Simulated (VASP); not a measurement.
## CdS (CsCl type): single point with PBE

Crystal: CdS (CsCl type).

```
Cd S
1.0
     3.05650    0.00000    0.00000
     0.00000    3.05650    0.00000
     0.00000    0.00000    3.05650
Cd S
1 1
Direct
  0.00000 0.00000 0.00000
  0.50000 0.50000 0.50000
```

This cell differs from its parent crystal: volume scaled by 0.72.

```yaml
Program: VASP 6.6.1
Task: single point
Functional: PBE
Potentials_or_basis: VASP PAW PBE potentials, release 64 (Cd, S)
Cutoff: 500 eV
k_mesh: 14 × 14 × 14
Occupations: fermi-dirac, width 0.05 eV
Spin: no spin polarisation
```

* Pressure: 50.8 GPa
* Band gap on the k mesh: zero (band 9 reaches 7.88 eV, above the bottom of band 10 at 6.73 eV)

Levels at points of the mesh, in eV from the Fermi level:
```
           k point  band 6  band 7  band 8  band 9  band 10  band 11  band 12  band 13
(0.00, 0.00, 0.00)   -8.70   -1.92   -1.92   -1.92     0.74     6.29     6.29    15.22
(0.50, 0.00, 0.00)   -8.63   -7.03    0.31    0.31     4.41     6.22     6.83     7.46
(0.50, 0.50, 0.00)   -7.57   -6.64   -6.64   -1.28     0.03     9.28     9.43     9.43
(0.50, 0.50, 0.50)   -8.24   -2.29   -2.29   -2.29     0.70     0.70     0.70     4.72
```

It took 19 s on 1 thread of Intel(R) Xeon(R) Platinum 8559C (Emerald Rapids), with other jobs on the host, peak memory 0.17 GiB.
